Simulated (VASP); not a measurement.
Mn: relaxation of cell and atoms with PBE

Mn:

```
CELL_PARAMETERS angstrom
2.48120 0.00000 0.00000
-1.24060 2.14879 0.00000
0.00000 0.00000 4.01596
ATOMIC_POSITIONS crystal
Mn 0.33333 0.66667 0.25000
Mn 0.66667 0.33333 0.75000
```

This isn't the form of Mn at room conditions, which is a 58-atom cubic cell.

- Program: VASP 6.6.1
- Task: relaxation of cell and atoms
- Functional: PBE
- Potentials or basis: VASP PAW PBE potentials, release 64 (Mn_pv)
- Cutoff: 600 eV
- k mesh: 21 × 21 × 10
- Occupations: gaussian, width 0.1 eV
- Spin: no spin polarisation
- Dipole correction: no
- Further INCAR settings: ALGO = Fast; EDIFF = 1e-06; IBRION = 2; EDIFFG = -0.01; NSW = 80; ISIF = 3

```
Relaxed volume                        : 10.70 Å³/atom
Relaxed cell                          : a = 2.481 Å, b = 2.481 Å, c = 4.014 Å, α = 90.00°, β = 90.00°, γ = 120.00°
Space group after relaxing (to 0.1 Å) : P6_3/mmc (No. 194)
Energy gained by relaxing             : 0.0 meV/atom
Ionic steps                           : 3
Pressure after relaxing               : 0.0 GPa
Band gap on the k mesh                : zero (bands 13 and 14 overlap by 2.17 eV)
```

Stress tensor (GPa, compression positive):
```
 0.09  0.00  0.00
 0.00  0.09  0.00
 0.00  0.00 -0.09
```

Final structure:
```xyz
2
Lattice="2.4809 0.0000 0.0000 -1.2404 2.1485 0.0000 0.0000 0.0000 4.0143" Properties=species:S:1:pos:R:3 pbc="T T T"
Mn    0.0000    1.4323    1.0036
Mn    1.2404    0.7162    3.0107
```

Levels at points of the mesh, in eV from the Fermi level:
```
           k point  band 9  band 10  band 11  band 12  band 13  band 14  band 15  band 16  band 17
(0.00, 0.00, 0.00)   -0.97    -0.95    -0.95    -0.47    -0.47     0.05     0.05     0.75     1.62
(0.00, 0.00, 0.50)   -1.54    -1.54    -1.03    -1.03    -1.03    -1.03     1.20     1.20     1.20
```

Run time: 2.9 min on 1 thread of Intel(R) Xeon(R) Platinum 8259CL CPU @ 2.50GHz (Skylake/Cascade Lake), on a shared host, peak memory 0.22 GiB.

Caveat: the run has no spin polarisation, though such a crystal can be magnetic. Spin polarisation is off, so any magnetic state and its effect on volume and gap are missing.
